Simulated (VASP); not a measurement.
# Zr3TiC4 (Pm-3m) in VASP: notebook, part 2 of 2

VASP 6.6.1. Earlier steps stand in the parts before.

**3. Relaxation of cell and atoms, PBE**

File INCAR:

```
ALGO     = Normal         # electronic algorithm
EDIFF    = 1E-6           # SCF threshold, eV
EDIFFG   = -0.01          # ionic threshold
ENCUT    = 600            # plane-wave cutoff, eV
GGA      = PE             # functional
IBRION   = 2              # ionic algorithm
ISIF     = 3              # what is computed and relaxed
ISMEAR   = 0              # smearing method
LASPH    = True           # aspherical terms in the spheres
LCHARG   = False          # write CHGCAR
LREAL    = False          # projectors in reciprocal space
LWAVE    = False          # write WAVECAR
NELM     = 100            # most SCF steps
NSW      = 100            # ionic steps
PREC     = Accurate       # precision mode
SIGMA    = 0.1            # smearing width, eV
```

File KPOINTS:

```
k-points
0
Gamma
  8 8 8
```

File POSCAR:

```
Zr3TiC4
1.0
    4.6313394000      0.0000000000      0.0000000000
    0.0000000000      4.6313394000      0.0000000000
    0.0000000000      0.0000000000      4.6313394000
Zr Ti C
3 1 4
Direct
    0.5000000000      0.0000000000      0.5000000000
    0.0000000000      0.5000000000      0.5000000000
    0.5000000000      0.5000000000      0.0000000000
    0.0000000000      0.0000000000      0.0000000000
    0.5000000000      0.5000000000      0.5000000000
    0.0000000000      0.5000000000      0.0000000000
    0.5000000000      0.0000000000      0.0000000000
    0.0000000000      0.0000000000      0.5000000000
```

Potentials or basis: VASP PAW PBE potentials, release 64 (Zr_sv, Ti_sv, C).

Launch:

```console
cat potpaw_PBE.64/Zr_sv/POTCAR potpaw_PBE.64/Ti_sv/POTCAR potpaw_PBE.64/C/POTCAR > POTCAR
mpirun -np 1 vasp_std > vasp.out
```

OUTCAR:

```text
EDIFF = 1E-6
   EDIFFG = -0.01
   ENCUT = 600
   GGA = PE
   IBRION = 2
   ISIF = 3
   ISMEAR = 0
   LASPH = True
   LREAL = False
   NELM = 100
   NSW = 100
   PREC = Accurate

 ion  position               nearest neighbor table
   1  0.500  0.000  0.500-   5 2.32   7 2.32   8 2.32   7 2.32   5 2.32   8 2.32   3 3.27   4 3.27
                             2 3.27   2 3.27   3 3.27   3 3.27   3 3.27   2 3.27   4 3.27   4 3.27
   2  0.000  0.500  0.500-   5 2.32   6 2.32   8 2.32   6 2.32   8 2.32   5 2.32   3 3.27   4 3.27
                             1 3.27   1 3.27   4 3.27   3 3.27   4 3.27   1 3.27   3 3.27   4 3.27
   3  0.500  0.500  0.000-   5 2.32   6 2.32   7 2.32   5 2.32   7 2.32   6 2.32   1 3.27   2 3.27
                             1 3.27   1 3.27   4 3.27   2 3.27   1 3.27   2 3.27   4 3.27   4 3.27
   4  0.000  0.000  0.000-   6 2.32   7 2.32   8 2.32   8 2.32   6 2.32   7 2.32   1 3.27   2 3.27
                             1 3.27   2 3.27   3 3.27   2 3.27   2 3.27   1 3.27   3 3.27   3 3.27
   5  0.500  0.500  0.500-   1 2.32   2 2.32   3 2.32   3 2.32   1 2.32   2 2.32
   6  0.000  0.500  0.000-   2 2.32   3 2.32   4 2.32   2 2.32   4 2.32   3 2.32
   7  0.500  0.000  0.000-   1 2.32   3 2.32   4 2.32   1 2.32   3 2.32   4 2.32
   8  0.000  0.000  0.500-   1 2.32   2 2.32   4 2.32   4 2.32   2 2.32   1 2.32

  LATTYP: Found a simple cubic cell.
 ALAT       =     4.6313394000

  Lattice vectors:

 A1 = (   4.6313394000,   0.0000000000,   0.0000000000)
 A2 = (   0.0000000000,   4.6313394000,   0.0000000000)
 A3 = (   0.0000000000,   0.0000000000,   4.6313394000)
[... 197 lines left out ...]
  Total        0.0948932      0.0948932      0.0948932      0.0000000      0.0000000      0.0000000
  in kB        1.5304733      1.5304733      1.5304733      0.0000000      0.0000000      0.0000000
  external PRESSURE =       1.5304733 kB  Pullay stress =       0.0000000 kB
[... 71 lines left out ...]
--------------------------------------- Ionic step        3  -------------------------------------------

 number of electron      64.0000003 magnetization

 Free energy of the ion-electron system (eV)
  ---------------------------------------------------
  ext. energy  EPLUGINS =         0.00000000
  ---------------------------------------------------
  free energy    TOTEN  =       -76.58731690 eV

  energy without entropy =      -76.58237815  energy(sigma->0) =      -76.58484753

 E-fermi :   9.4082     XC(G=0): -12.1877

 val. band max:        9.3872360772   @ k =   0.1250   0.0000   0.0000
 cond. band min:       9.6294415722   @ k =   0.1250   0.1250   0.0000
 fundamental gap:      0.2422054950
 Fermi energy:         9.4081887640

 k-point     1 :       0.0000    0.0000    0.0000
  band No.  band energies     occupation
      1     -47.6272      2.00000
      2     -38.5274      2.00000
      3     -38.4048      2.00000
      4     -38.4048      2.00000
      5     -23.8577      2.00000
      6     -23.8577      2.00000
[... 973 lines left out ...]
     37      12.4544      0.00000
     38      12.8754      0.00000

 [... further k-points ...]

------------------------ aborting loop because EDIFF is reached ----------------------------------------

  FORCE on cell =-STRESS in cart. coord.  units (eV):
  Direction    XX          YY          ZZ          XY          YZ          ZX
  --------------------------------------------------------------------------------------
  -------------------------------------------------------------------------------------
  Total       -0.0026752     -0.0026752     -0.0026752      0.0000000     -0.0000000     -0.0000000
  in kB       -0.0431182     -0.0431182     -0.0431182      0.0000000     -0.0000000     -0.0000000
  external PRESSURE =      -0.0431182 kB  Pullay stress =       0.0000000 kB
[... 23 lines left out ...]
  FREE ENERGIE OF THE ION-ELECTRON SYSTEM (eV)
  ---------------------------------------------------
  free  energy   TOTEN  =       -76.5873169038 eV

  energy  without entropy=      -76.5823781467  energy(sigma->0) =      -76.58484753

 reached required accuracy - stopping structural energy minimisation
```

OSZICAR:

```text
N       E                     dE             d eps       ncg     rms          rms(c)
DAV:   1     0.789379607443E+03    0.78938E+03   -0.35185E+04  2660   0.198E+03
DAV:   2     0.167245148302E+02   -0.77266E+03   -0.74655E+03  2816   0.551E+02
DAV:   3    -0.859115109728E+02   -0.10264E+03   -0.97954E+02  4108   0.169E+02
[... 28 lines left out ...]
DAV:   3    -0.765873624225E+02    0.15591E-03   -0.11691E-03  3596   0.210E-01    0.658E-02
DAV:   4    -0.765872970441E+02    0.65378E-04   -0.36190E-04  3872   0.125E-01    0.277E-02
DAV:   5    -0.765873068490E+02   -0.98049E-05   -0.19462E-05  3024   0.229E-02    0.159E-02
DAV:   6    -0.765873169168E+02   -0.10068E-04   -0.12755E-05  3050   0.119E-02    0.277E-03
DAV:   7    -0.765873169038E+02    0.12928E-07   -0.13335E-06  1766   0.770E-03
   3 F= -.76587317E+02 E0= -.76584848E+02  d E =-.289240E-04
```

CONTCAR:

```text
Zr3TiC4
   1.00000000000000
     4.6323358196065039    0.0000000000000000    0.0000000000000000
     0.0000000000000000    4.6323358196065039    0.0000000000000000
     0.0000000000000000    0.0000000000000000    4.6323358196065039
  Zr              Ti              C
     3     1     4
Direct
     0.5000000000000000    0.0000000000000000    0.5000000000000000
     0.0000000000000000    0.5000000000000000    0.5000000000000000
     0.5000000000000000    0.5000000000000000    0.0000000000000000
     0.0000000000000000    0.0000000000000000    0.0000000000000000
     0.5000000000000000    0.5000000000000000    0.5000000000000000
     0.0000000000000000    0.5000000000000000    0.0000000000000000
     0.5000000000000000    0.0000000000000000    0.0000000000000000
     0.0000000000000000    0.0000000000000000    0.5000000000000000

  0.00000000E+00  0.00000000E+00  0.00000000E+00
  0.00000000E+00  0.00000000E+00  0.00000000E+00
  0.00000000E+00  0.00000000E+00  0.00000000E+00
  0.00000000E+00  0.00000000E+00  0.00000000E+00
  0.00000000E+00  0.00000000E+00  0.00000000E+00
  0.00000000E+00  0.00000000E+00  0.00000000E+00
  0.00000000E+00  0.00000000E+00  0.00000000E+00
  0.00000000E+00  0.00000000E+00  0.00000000E+00
```

Run time: 4 min. Hardware: 1 thread of Intel Xeon 6975P-C (Granite Rapids), shared host; peak memory 0.33 GiB.

Results:

```
Free energy                           : -76.5873 eV
Relaxed volume                        : 12.43 Å³/atom
Relaxed cell                          : a = 4.632 Å, b = 4.632 Å, c = 4.632 Å, α = 90.00°, β = 90.00°, γ = 90.00°
Space group after relaxing (to 0.1 Å) : Pm-3m (No. 221)
Energy gained by relaxing             : 0.0 meV/atom
Ionic steps                           : 3
Pressure after relaxing               : 0.0 GPa
Band gap on the k mesh                : zero (bands 32 and 33 overlap by 0.72 eV)
```

Final structure:
```yaml
crystal:
  lattice:
    - [4.63234, 0.00000, 0.00000]
    - [0.00000, 4.63234, 0.00000]
    - [0.00000, 0.00000, 4.63234]
  atoms:
    - { symbol: Zr, position: [0.50000, 0.00000, 0.50000] }
    - { symbol: Zr, position: [0.00000, 0.50000, 0.50000] }
    - { symbol: Zr, position: [0.50000, 0.50000, 0.00000] }
    - { symbol: Ti, position: [0.00000, 0.00000, 0.00000] }
    - { symbol: C, position: [0.50000, 0.50000, 0.50000] }
    - { symbol: C, position: [0.00000, 0.50000, 0.00000] }
    - { symbol: C, position: [0.50000, 0.00000, 0.00000] }
    - { symbol: C, position: [0.00000, 0.00000, 0.50000] }
```

Levels at points of the mesh, in eV from the Fermi level:
| k point | band 28 | band 29 | band 30 | band 31 | band 32 | band 33 | band 34 | band 35 | band 36 | band 37 |
| --- | --- | --- | --- | --- | --- | --- | --- | --- | --- | --- |
| (0.00, 0.00, 0.00) | -0.10 | -0.10 | 0.24 | 0.24 | 0.24 | 0.90 | 0.90 | 0.90 | 1.07 | 1.07 |
| (0.50, 0.00, 0.00) | -2.17 | -0.62 | -0.54 | -0.38 | -0.38 | -0.33 | -0.33 | 2.12 | 2.41 | 2.41 |
| (0.50, 0.50, 0.00) | -2.65 | -2.22 | -2.19 | -2.05 | -2.05 | 2.02 | 2.02 | 2.61 | 3.01 | 3.30 |
| (0.50, 0.50, 0.50) | -2.96 | -2.96 | -2.96 | -2.54 | -2.54 | 2.52 | 2.52 | 2.52 | 4.26 | 4.26 |
